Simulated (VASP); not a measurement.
# Na4Y3N (Pm-3m) in VASP: further runs, part 2 of 2

VASP 6.6.1.

**3. Single point, PBE**

This run uses another cell than the first one, of 25.09 Å³/atom.

INCAR

```
SYSTEM = Na4Y3N
PREC = Accurate
ENCUT = 520
EDIFF = 1E-6
ISMEAR = 0
SIGMA = 0.1
LREAL = .FALSE.
LASPH = .TRUE.
NELM = 80
ALGO = Normal
ISIF = 2
LWAVE = .FALSE.
LCHARG = .FALSE.
GGA = PE
NBANDS = 43
```

KPOINTS

```
regular mesh
0
G
  4 4 4
  0 0 0
```

POSCAR

```
Na4Y3N
1.0
    5.8551941148      0.0000000000      0.0000000000
    0.0000000000      5.8551941148      0.0000000000
    0.0000000000      0.0000000000      5.8551941148
Na Y N
4 3 1
Direct
    0.5000000000      0.5000000000      0.5000000000
    0.0000000000      0.5000000000      0.5000000000
    0.5000000000      0.0000000000      0.5000000000
    0.5000000000      0.5000000000      0.0000000000
    0.5000000000      0.0000000000      0.0000000000
    0.0000000000      0.5000000000      0.0000000000
    0.0000000000      0.0000000000      0.5000000000
    0.0000000000      0.0000000000      0.0000000000
```

Potentials or basis: VASP PAW PBE potentials, release 64 (Na_pv, Y_sv, N).

The run is started by

```sh
$ cat potpaw_PBE.64/Na_pv/POTCAR potpaw_PBE.64/Y_sv/POTCAR potpaw_PBE.64/N/POTCAR > POTCAR
$ mpirun -np 1 vasp_std > vasp.out
```

OUTCAR:

```text
SYSTEM = Na4Y3N
   PREC = Accurate
   ENCUT = 520
   EDIFF = 1E-6
   ISMEAR = 0
   LREAL = .FALSE.
   LASPH = .TRUE.
   NELM = 80
   ISIF = 2
   GGA = PE

 ion  position               nearest neighbor table
   1  0.500  0.500  0.500-
   2  0.000  0.500  0.500-   6 2.93   7 2.93   6 2.93   7 2.93
   3  0.500  0.000  0.500-   5 2.93   7 2.93   5 2.93   7 2.93
   4  0.500  0.500  0.000-   5 2.93   6 2.93   5 2.93   6 2.93
   5  0.500  0.000  0.000-   3 2.93   4 2.93   8 2.93   3 2.93   4 2.93   8 2.93   7 4.14   6 4.14
                             6 4.14   6 4.14   7 4.14   7 4.14   7 4.14   6 4.14
   6  0.000  0.500  0.000-   2 2.93   4 2.93   8 2.93   2 2.93   8 2.93   4 2.93   7 4.14   5 4.14
                             7 4.14   5 4.14   7 4.14   7 4.14   5 4.14   5 4.14
   7  0.000  0.000  0.500-   2 2.93   3 2.93   8 2.93   8 2.93   2 2.93   3 2.93   6 4.14   6 4.14
                             5 4.14   6 4.14   6 4.14   5 4.14   5 4.14   5 4.14
   8  0.000  0.000  0.000-   5 2.93   6 2.93   7 2.93   7 2.93   6 2.93   5 2.93

  LATTYP: Found a simple cubic cell.
 ALAT       =     5.8551941148

  Lattice vectors:

 A1 = (   5.8551941148,   0.0000000000,   0.0000000000)
 A2 = (   0.0000000000,   5.8551941148,   0.0000000000)
 A3 = (   0.0000000000,   0.0000000000,   5.8551941148)
[... 183 lines left out ...]
      2     -40.9779      2.00000
      3     -40.9779      2.00000
      4     -22.3696      2.00000
      5     -22.3696      2.00000
      6     -22.3696      2.00000
[... 449 lines left out ...]
     42       5.5878      0.00000
     43       5.6010      0.00000

------------------------ aborting loop because EDIFF is reached ----------------------------------------

  FORCE on cell =-STRESS in cart. coord.  units (eV):
  Direction    XX          YY          ZZ          XY          YZ          ZX
  --------------------------------------------------------------------------------------
  -------------------------------------------------------------------------------------
  Total        0.4404043      0.4404043      0.4404043      0.0000000      0.0000000      0.0000000
  in kB        3.5151043      3.5151043      3.5151043      0.0000000      0.0000000      0.0000000
  external PRESSURE =       3.5151043 kB  Pullay stress =       0.0000000 kB

 VOLUME and BASIS-vectors are now :
 -----------------------------------------------------------------------------
  energy-cutoff  :      520.00
  volume of cell :      200.74
      direct lattice vectors                 reciprocal lattice vectors
     5.855194115  0.000000000  0.000000000     0.170788531  0.000000000  0.000000000
     0.000000000  5.855194115  0.000000000     0.000000000  0.170788531  0.000000000
     0.000000000  0.000000000  5.855194115     0.000000000  0.000000000  0.170788531

 POSITION                                       TOTAL-FORCE (eV/Angst)
 -----------------------------------------------------------------------------------
      2.92760      2.92760      2.92760         0.000000      0.000000      0.000000
      0.00000      2.92760      2.92760         0.000000      0.000000      0.000000
      2.92760      0.00000      2.92760         0.000000      0.000000      0.000000
      2.92760      2.92760      0.00000         0.000000      0.000000      0.000000
      2.92760      0.00000      0.00000         0.000000      0.000000      0.000000
      0.00000      2.92760      0.00000         0.000000      0.000000      0.000000
      0.00000      0.00000      2.92760         0.000000      0.000000      0.000000
      0.00000      0.00000      0.00000         0.000000      0.000000      0.000000
 -----------------------------------------------------------------------------------
    total drift:                                0.000000      0.000000      0.000000

  FREE ENERGIE OF THE ION-ELECTRON SYSTEM (eV)
  ---------------------------------------------------
  free  energy   TOTEN  =       -27.4189331520 eV

  energy  without entropy=      -27.3824777034  energy(sigma->0) =      -27.40070543
```

stdout:

```text
POSCAR found type information on POSCAR NaY N
 POSCAR found :  3 types and       8 ions
 scaLAPACK will be used
 LDA part: xc-table for (Slater+PW92), standard interpolation
 POSCAR, INCAR and KPOINTS ok, starting setup
 FFT: planning ... GRIDC
 FFT: planning ... GRID_SOFT
 FFT: planning ... GRID
 WAVECAR not read
 entering main loop
```

Wall time 57 s (1 thread of Intel Xeon 6975P-C (Granite Rapids), shared host); peak memory 0.36 GiB.

Results:

```yaml
Free_energy: -27.4189 eV
Pressure: 0.4 GPa
Band_gap_on_the_k_mesh: zero (bands 33 and 34 overlap by 0.50 eV)
```

Levels at points of the mesh, in eV from the Fermi level:
```
           k point  band 31  band 32  band 33  band 34  band 35  band 36
(0.00, 0.00, 0.00)    -1.16    -0.40    -0.40    -0.40     0.94     0.94
(0.50, 0.00, 0.00)    -0.54    -0.54    -0.19     0.01     0.33     0.67
(0.50, 0.50, 0.00)    -1.25    -0.84    -0.53     0.41     0.41     0.44
(0.50, 0.50, 0.50)    -0.74    -0.74    -0.35    -0.35    -0.35     0.59
```

**4. Single point, PBE**

This run uses another cell than the first one, of 25.73 Å³/atom.

INCAR is that of step 3.

KPOINTS

```
regular mesh
0
G
  6 6 6
  0 0 0
```

POSCAR: that of step 3 with these lines changed.

```diff
@@ -2,5 +2,5 @@
 1.0
-    5.8551941148      0.0000000000      0.0000000000
-    0.0000000000      5.8551941148      0.0000000000
-    0.0000000000      0.0000000000      5.8551941148
+    5.9043342560      0.0000000000      0.0000000000
+    0.0000000000      5.9043342560      0.0000000000
+    0.0000000000      0.0000000000      5.9043342560
 Na Y N
```

The run is started by

```sh
$ cat potpaw_PBE.64/Na_pv/POTCAR potpaw_PBE.64/Y_sv/POTCAR potpaw_PBE.64/N/POTCAR > POTCAR
$ mpirun -np 1 vasp_std > vasp.out
```

Run time: 1.9 min. Hardware: 1 thread of Intel Xeon 6975P-C (Granite Rapids), shared host; peak memory 0.42 GiB.

The run converged. Its results:

| Property | Result |
| --- | --- |
| Free energy | -27.4241 eV |
| Pressure | 0.0 GPa |
| Band gap on the k mesh | zero (bands 33 and 34 overlap by 0.47 eV) |

Levels at points of the mesh, in eV from the Fermi level:
```tsv
k point	band 30	band 31	band 32	band 33	band 34	band 35	band 36	band 37
(0.00, 0.00, 0.00)	-1.10	-1.10	-0.30	-0.30	-0.30	1.00	1.00	1.00
(0.50, 0.00, 0.00)	-1.64	-0.45	-0.45	-0.14	0.09	0.37	0.74	0.79
(0.50, 0.50, 0.00)	-1.15	-1.15	-0.80	-0.43	0.46	0.46	0.50	0.50
(0.50, 0.50, 0.50)	-0.68	-0.68	-0.68	-0.29	-0.29	-0.29	0.63	0.63
```

**5. Summary**

| cell | k mesh | gap on the mesh (eV) | pressure (GPa) |
| --- | --- | --- | --- |
| a = 5.438 Å, 8 atoms | 4 × 4 × 4 | none | 10.5 |
| a = 5.855 Å, 8 atoms | 4 × 4 × 4 | none | 0.4 |
| a = 5.904 Å, 8 atoms | 6 × 6 × 6 | none | 0.0 |

Alike in all rows: task single point; level PBE; potentials or basis VASP PAW PBE potentials, release 64 (Na_pv, Y_sv, N); no spin polarisation; cutoff (eV) 520; smearing gaussian 0.1 eV.

Caveats: the cell stands under pressure (at least some runs).

Total energies depend on the potentials used, so only differences within one code and one set of settings carry meaning.
